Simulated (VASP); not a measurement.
# Mg: single point with PBEsol

Slab: Mg, a slab with vacuum.

```
Mg
1.0
     3.20930    0.00000    0.00000
    -1.60465    2.77934    0.00000
     0.00000    0.00000   19.81545
Mg
4
Direct
  0.33333 0.66667 0.30279
  0.66667 0.33333 0.43426
  0.33333 0.66667 0.56574
  0.66667 0.33333 0.69721
```

| Property | Result |
| --- | --- |
| Program | VASP 6.6.1 |
| Task | single point |
| Functional | PBEsol |
| Potentials or basis | VASP PAW PBE potentials, release 64 (Mg) |
| Cutoff | 520 eV |
| k mesh | 7 × 7 × 1 |
| Occupations | methfessel-paxton, width 0.1 eV |
| Spin | no spin polarisation |
| Dipole correction | yes |
| Further INCAR settings | ALGO = Normal; EDIFF = 1e-07; NBANDS = 12 |

The largest force is 0.042 eV/Å and the band gap on the k mesh is zero (band 4 reaches 0.15 eV, above the bottom of band 5 at -1.38 eV).

Forces in eV/Å, atoms in the order of the input:
```
Mg   0.000  0.000 -0.036
Mg   0.000  0.000 -0.042
Mg   0.000  0.000  0.042
Mg   0.000  0.000  0.036
```

Levels at points of the mesh, in eV from the Fermi level:
```csv
k point,band 1,band 2,band 3,band 4,band 5,band 6,band 7,band 8
"(0.00, 0.00, 0.00)",-6.63,-5.81,-4.53,-2.76,-1.03,1.18,2.71,4.16
```

Wall time 55 s on 1 thread of Intel Xeon 6975P-C (shared host), peak memory 0.26 GiB.

Caveat: the PAW data sets were made with another functional, which shifts forces and pressure a little.
